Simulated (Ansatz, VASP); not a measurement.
# One calculation of Pb, two programs

```
Pb
1.0
     3.21090    0.00000    0.00000
     0.00000    3.21090    0.00000
     0.00000    0.00000    3.21090
Pb
1
Direct
  0.00000 0.00000 0.00000
```

Alike in both runs: task single point; functional r2SCAN; k mesh 11 × 11 × 11; occupations fermi-dirac, width 0.1 eV; no spin polarisation.

|  | VASP | Ansatz |
| --- | --- | --- |
| version | VASP 6.6.1 | Ansatz 0.2.0 |
| potentials or method | VASP PAW PBE potentials, release 64 (Pb_d), cutoff 520 eV | plane waves (500 eV) with PAW, scalar-relativistic |
| valence electrons in the cell | 14 | 14 |

|  | VASP | Ansatz | Ansatz less VASP |
| --- | --- | --- | --- |
| pressure (GPa) | 0.2 | 0.2 | +0.01 |

VASP's potentials were made for PBE, not for r2SCAN.

Neither program's run includes spin-orbit coupling.
